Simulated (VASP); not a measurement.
# Na2AgSbF6 (Fm-3m) in VASP: single point with PBEsol

Aim: the single point of Na2AgSbF6 with PBEsol.

Everything below comes from runs of VASP 6.6.1. Logs are shortened: lines on timing, memory, paths and dates and some standing lists are left out, and cuts for length are marked.

**1. The cell of the first run**

It takes space group Fm-3m (No. 225, cubic). The conventional cell has a = 9.004 Å, b = 9.004 Å, c = 9.004 Å, α = 90.00°, β = 90.00°, γ = 90.00°. Within 4.2 Å of Na (site symmetry -43m) lie 12 F at 3.18 Å and 4 Ag at 3.90 Å and 4 Sb at 3.90 Å. Within 3.1 Å of Ag (site symmetry m-3m) lie 6 F at 2.34 Å. Sb (site symmetry m-3m) has 6 F at 2.16 Å within 2.9 Å. Within 2.9 Å of F (site symmetry 4mm) lie 1 Sb at 2.16 Å and 1 Ag at 2.34 Å.

**2. Single point, PBEsol**

INCAR reads:

```
SYSTEM = Na2AgSbF6
ALGO = Normal ; EDIFF = 1E-6
ENCUT = 520 ; GGA = PS
ISIF = 2 ; ISMEAR = 0
LASPH = .True. ; LCHARG = .True.
LELF = .True. ; LREAL = .False.
LVHAR = .True. ; LWAVE = .False.
NBANDS = 47 ; NELM = 60
PREC = Accurate ; SIGMA = 0.05
```

KPOINTS reads:

```
k-points
0
Gamma
  6 6 6
  0 0 0
```

POSCAR reads:

```
Na2AgSbF6
1.0
    0.0000000000      4.5019867343      4.5019867343
    4.5019867343      0.0000000000      4.5019867343
    4.5019867343      4.5019867343      0.0000000000
Na Ag Sb F
2 1 1 6
Direct
    0.7500000000      0.7500000000      0.7500000000
    0.2500000000      0.2500000000      0.2500000000
    0.5000000000      0.5000000000      0.5000000000
    0.0000000000      0.0000000000      0.0000000000
    0.7602568898      0.2397431102      0.2397431102
    0.2397431102      0.2397431102      0.7602568898
    0.2397431102      0.7602568898      0.7602568898
    0.2397431102      0.7602568898      0.2397431102
    0.7602568898      0.2397431102      0.7602568898
    0.7602568898      0.7602568898      0.2397431102
```

Potentials or basis: VASP PAW PBE potentials, release 64 (Na_pv, Ag, Sb, F).

The run is started by

```console
> cat potpaw_PBE.64/Na_pv/POTCAR potpaw_PBE.64/Ag/POTCAR potpaw_PBE.64/Sb/POTCAR potpaw_PBE.64/F/POTCAR > POTCAR
> mpirun -np 1 vasp_std > vasp.out
```

OUTCAR:

```text
SYSTEM = Na2AgSbF6
   EDIFF = 1E-6
   ENCUT = 520
   GGA = PS
   ISIF = 2
   ISMEAR = 0
   LASPH = .True.
   LREAL = .False.
   NELM = 60
   PREC = Accurate

 ion  position               nearest neighbor table
   1  0.750  0.750  0.750-
   2  0.250  0.250  0.250-
   3  0.500  0.500  0.500-   5 2.34   6 2.34   7 2.34   8 2.34   9 2.34  10 2.34
   4  0.000  0.000  0.000-   5 2.16   6 2.16   7 2.16   8 2.16   9 2.16  10 2.16
   5  0.760  0.240  0.240-   4 2.16   3 2.34
   6  0.240  0.240  0.760-   4 2.16   3 2.34
   7  0.240  0.760  0.760-   4 2.16   3 2.34
   8  0.240  0.760  0.240-   4 2.16   3 2.34
   9  0.760  0.240  0.760-   4 2.16   3 2.34
  10  0.760  0.760  0.240-   4 2.16   3 2.34

  LATTYP: Found a face centered cubic cell.
 ALAT       =     9.0039734686

  Lattice vectors:

 A1 = (   0.0000000000,   4.5019867343,   4.5019867343)
 A2 = (   4.5019867343,   0.0000000000,   4.5019867343)
 A3 = (   4.5019867343,   4.5019867343,   0.0000000000)

Analysis of symmetry for initial positions (statically):
=====================================================================
 Subroutine PRICEL returns:
 Original cell was already a primitive cell.

 Routine SETGRP: Setting up the symmetry group for a
 face centered cubic supercell.

 Subroutine GETGRP returns: Found 48 space group operations
 (whereof 48 operations were pure point group operations)
 out of a pool of 48 trial point group operations.

The static configuration has the point symmetry O_h .

Analysis of symmetry for dynamics (positions and initial velocities):
=====================================================================
 Subroutine PRICEL returns:
 Original cell was already a primitive cell.

 Routine SETGRP: Setting up the symmetry group for a
 face centered cubic supercell.

 Subroutine GETGRP returns: Found 48 space group operations
 (whereof 48 operations were pure point group operations)
 out of a pool of 48 trial point group operations.

The dynamic configuration has the point symmetry O_h .

 Subroutine INISYM returns: Found 48 space group operations
 (whereof 48 operations are pure point group operations),
 and found     1 'primitive' translations

----------------------------------------------------------------------------------------

                                     Primitive cell

  volume of cell :     182.4915

  direct lattice vectors                    reciprocal lattice vectors
     0.000000000  4.501986734  4.501986734    -0.111062078  0.111062078  0.111062078
     4.501986734  0.000000000  4.501986734     0.111062078 -0.111062078  0.111062078
     4.501986734  4.501986734  0.000000000     0.111062078  0.111062078 -0.111062078

  length of vectors
     6.366770697  6.366770697  6.366770697     0.192365161  0.192365161  0.192365161

  position of ions in fractional coordinates (direct lattice)
     0.750000000  0.750000000  0.750000000
     0.250000000  0.250000000  0.250000000
     0.500000000  0.500000000  0.500000000
     0.000000000  0.000000000  0.000000000
     0.760256890  0.239743110  0.239743110
     0.239743110  0.239743110  0.760256890
     0.239743110  0.760256890  0.760256890
     0.239743110  0.760256890  0.239743110
     0.760256890  0.239743110  0.760256890
     0.760256890  0.760256890  0.239743110

  ion indices of the primitive-cell ions
   primitive index   ion index
                 1           1
                 2           2
                 3           3
                 4           4
                 5           5
                 6           6
                 7           7
                 8           8
                 9           9
                10          10

----------------------------------------------------------------------------------------

 KPOINTS: k-points

Automatic generation of k-mesh.
 Grid dimensions read from file:
 generate k-points for:    6    6    6

 Generating k-lattice:

  Cartesian coordinates                     Fractional coordinates (reciprocal lattice)
    -0.018510346  0.018510346  0.018510346     0.166666667  0.000000000  0.000000000
     0.018510346 -0.018510346  0.018510346     0.000000000  0.166666667  0.000000000
     0.018510346  0.018510346 -0.018510346     0.000000000  0.000000000  0.166666667

  Length of vectors
     0.032060860  0.032060860  0.032060860

  Shift w.r.t. Gamma in fractional coordinates (k-lattice)
     0.000000000  0.000000000  0.000000000

 Subroutine IBZKPT returns following result:
 ===========================================

 Found     16 irreducible k-points:

 Following reciprocal coordinates:
            Coordinates               Weight
  0.000000  0.000000  0.000000      1.000000
  0.166667  0.000000  0.000000      8.000000
  0.333333  0.000000  0.000000      8.000000
  0.500000  0.000000  0.000000      4.000000
  0.166667  0.166667  0.000000      6.000000
  0.333333  0.166667  0.000000     24.000000
[... 8 lines left out ...]
 -0.333333  0.333333  0.166667     24.000000
 -0.333333  0.500000  0.166667     12.000000
   k-points           NKPTS =     16   k-points in BZ     NKDIM =     16   number of bands    NBANDS=     47
   number of dos      NEDOS =    301   number of ions     NIONS =     10
   total plane-waves  NPLWV = 110592
   dimension x,y,z NGX =    48 NGY =   48 NGZ =   48
   dimension x,y,z NGXF=    96 NGYF=   96 NGZF=   96
   ions per type =               2   1   1   6
   NGX,Y,Z   is equivalent  to a cutoff of  12.53, 12.53, 12.53 a.u.
   NGXF,Y,Z  is equivalent  to a cutoff of  25.07, 25.07, 25.07 a.u.
 SYSTEM =  Na2AgSbF6
   PREC   = accura    normal or accurate (medium, high low for compatibility)
   ISTART =      0    job   : 0-new  1-cont  2-samecut
   ICHARG =      2    charge: 1-file 2-atom 10-const
   ISPIN  =      1    spin polarized calculation?
   LNONCOLLINEAR =      F non collinear calculations
   LSORBIT =      F    spin-orbit coupling
   LASPH  =      T    aspherical Exc in radial PAW
   ENCUT  =  520.0 eV  38.22 Ry    6.18 a.u.  11.84 11.84 11.84*2*pi/ulx,y,z
   NELM   =     60;   NELMIN=  2; NELMDL= -5     # of ELM steps
   EDIFF  = 0.1E-05   stopping-criterion for ELM
   LREAL  =      F    real-space projection
   EDIFFG = 0.1E-04   stopping-criterion for IOM
   NSW    =      0    number of steps for IOM
   IBRION =     -1    ionic relax: 0-MD 1-quasi-New 2-CG
   NFREE  =      0    steps in history (QN), initial steepest desc. (CG)
   ISIF   =      2    stress and relaxation
   ISYM   =      2    0-nonsym 1-usesym 2-fastsym
   POTIM  = 0.5000    time-step for ionic-motion
   TEBEG  =    0.0;   TEEND  =   0.0 temperature during run
   PSTRESS=    0.0 pullay stress
   NELECT =      72.0000    total number of electrons
   NUPDOWN=      -1.0000    fix difference up-down
   EMIN   =  10.00;   EMAX   =-10.00  energy-range for DOS
   EFERMI =   0.00;   METHOD = LEGACY
   ISMEAR =     0;   SIGMA  =   0.05  broadening in eV -4-tet -1-fermi 0-gaus
   EFERMI_NEDOS =   21; number of points for ismear=-14 and -15
   IALGO  =     38    algorithm
   IMIX   =      4    mixing-type and parameters
     AMIX     =   0.40;   BMIX     =  1.00
     AMIX_MAG =   1.60;   BMIX_MAG =  1.00
  volume/ion in A,a.u.               =      18.25       123.15
  Fermi-wavevector in a.u.,A,eV,Ry     =   1.200710  2.269013 19.615580  1.441704
  Thomas-Fermi vector in A             =   2.336539
   LORBIT       =      0    0 simple, 1 ext, 2 COOP (PROOUT), +10 PAW based schemes
   GGA     = PS    functional components
   LHFCALC =     F    Hartree Fock is set to
   AEXX    =    0.0000 exact exchange contribution
   IVDW    =     0    specifies the selected vdW correction
   LEPSILON=     F    determine dielectric tensor
   LRPA    =     F    only Hartree local field effects (RPA)
 non-spin polarized calculation
 Gauss-broadening in eV      SIGMA  =   0.05
  energy-cutoff  :      520.00
  volume of cell :      182.49
 maximum number of plane-waves:      4957
   NGX = 23   NGY = 23   NGZ = 23

 number of electron      72.0000082 magnetization

 Free energy of the ion-electron system (eV)
  ---------------------------------------------------
  ext. energy  EPLUGINS =         0.00000000
  ---------------------------------------------------
  free energy    TOTEN  =       -42.40504500 eV

  energy without entropy =      -42.40504500  energy(sigma->0) =      -42.40504500

 E-fermi :   2.3695     XC(G=0):  -8.2534

 val. band max:        2.0870368503   @ k =   0.5000   0.5000   0.0000
 cond. band min:       3.5702947627   @ k =   0.5000   0.0000   0.0000
 fundamental gap:      1.4832579124
 Fermi energy:         2.3695290541

 k-point     1 :       0.0000    0.0000    0.0000
  band No.  band energies     occupation
      1     -22.9826      2.00000
      2     -22.9826      2.00000
      3     -22.9826      2.00000
      4     -22.9811      2.00000
      5     -22.9811      2.00000
      6     -22.9811      2.00000
[... 39 lines left out ...]
     46       9.7170      0.00000
     47       9.7170      0.00000

 k-point     2 :       0.1667    0.0000    0.0000
  band No.  band energies     occupation
      1     -22.9829      2.00000
      2     -22.9826      2.00000
      3     -22.9826      2.00000
      4     -22.9817      2.00000
      5     -22.9813      2.00000
      6     -22.9813      2.00000
[... 39 lines left out ...]
     46       9.1476      0.00000
     47       9.1476      0.00000

 k-point     3 :       0.3333    0.0000    0.0000
  band No.  band energies     occupation
      1     -22.9835      2.00000
      2     -22.9827      2.00000
      3     -22.9825      2.00000
      4     -22.9825      2.00000
      5     -22.9817      2.00000
      6     -22.9817      2.00000
[... 639 lines left out ...]
     46       9.2582      0.00000
     47      10.1245      0.00000

 k-point    16 :      -0.3333    0.5000    0.1667
  band No.  band energies     occupation
      1     -22.9859      2.00000
      2     -22.9847      2.00000
      3     -22.9834      2.00000
      4     -22.9817      2.00000
      5     -22.9809      2.00000
      6     -22.9808      2.00000
[... 39 lines left out ...]
     46       9.4246      0.00000
     47      10.2694      0.00000

------------------------ aborting loop because EDIFF is reached ----------------------------------------

  FORCE on cell =-STRESS in cart. coord.  units (eV):
  Direction    XX          YY          ZZ          XY          YZ          ZX
  --------------------------------------------------------------------------------------
  -------------------------------------------------------------------------------------
  Total       -0.5880334     -0.5880334     -0.5880334     -0.0000000     -0.0000000      0.0000000
  in kB       -5.1626178     -5.1626178     -5.1626178     -0.0000000     -0.0000000      0.0000000
  external PRESSURE =      -5.1626178 kB  Pullay stress =       0.0000000 kB

 VOLUME and BASIS-vectors are now :
 -----------------------------------------------------------------------------
  energy-cutoff  :      520.00
  volume of cell :      182.49
      direct lattice vectors                 reciprocal lattice vectors
     0.000000000  4.501986734  4.501986734    -0.111062078  0.111062078  0.111062078
     4.501986734  0.000000000  4.501986734     0.111062078 -0.111062078  0.111062078
     4.501986734  4.501986734  0.000000000     0.111062078  0.111062078 -0.111062078

 POSITION                                       TOTAL-FORCE (eV/Angst)
 -----------------------------------------------------------------------------------
      6.75298      6.75298      6.75298        -0.000000     -0.000000     -0.000000
      2.25099      2.25099      2.25099         0.000000      0.000000      0.000000
      4.50199      4.50199      4.50199        -0.000000      0.000000      0.000000
      0.00000      0.00000      0.00000        -0.000000     -0.000000     -0.000000
      2.15864      4.50199      4.50199        -0.049816      0.000000      0.000000
      4.50199      4.50199      2.15864        -0.000000      0.000000     -0.049816
      6.84533      4.50199      4.50199         0.049816      0.000000      0.000000
      4.50199      2.15864      4.50199        -0.000000     -0.049816      0.000000
      4.50199      6.84533      4.50199        -0.000000      0.049816      0.000000
      4.50199      4.50199      6.84533        -0.000000      0.000000      0.049816
 -----------------------------------------------------------------------------------
    total drift:                                0.000000      0.000000      0.000000

  FREE ENERGIE OF THE ION-ELECTRON SYSTEM (eV)
  ---------------------------------------------------
  free  energy   TOTEN  =       -42.4050449985 eV

  energy  without entropy=      -42.4050449985  energy(sigma->0) =      -42.40504500
```

It took 3.6 min on 1 thread of Intel Xeon Platinum 8259CL at 2.50GHz (Skylake/Cascade Lake), shared host; peak memory 0.39 GiB.

Results:

| Property | Result |
| --- | --- |
| Free energy | -42.4050 eV |
| Pressure | -0.5 GPa |
| Largest force | 0.050 eV/Å |
| Band gap on the k mesh | 1.48 eV (least direct gap 2.38 eV) |

Forces on the atoms (eV/Å):
```
Na   0.000  0.000  0.000
Na   0.000  0.000  0.000
Ag   0.000  0.000  0.000
Sb   0.000  0.000  0.000
F   -0.050  0.000  0.000
F    0.000  0.000 -0.050
F    0.050  0.000  0.000
F    0.000 -0.050  0.000
F    0.000  0.050  0.000
F    0.000  0.000  0.050
```

Levels at points of the mesh, in eV from the valence-band top:
```csv
k point,band 34,band 35,band 36,band 37,band 38,band 39
"(0.00, 0.00, 0.00)",-2.07,-1.11,-1.11,1.84,3.42,3.42
"(0.50, 0.00, 0.00)",-1.47,-1.42,-1.42,1.48,3.13,4.02
"(0.50, 0.50, 0.00)",-1.99,-1.11,0.00,2.47,3.31,3.31
```

Caveat: the PAW data sets were made with another functional, which shifts forces and pressure a little; spin-orbit coupling is left out, which moves the levels of the heavy elements. A k mesh can miss the band edges.
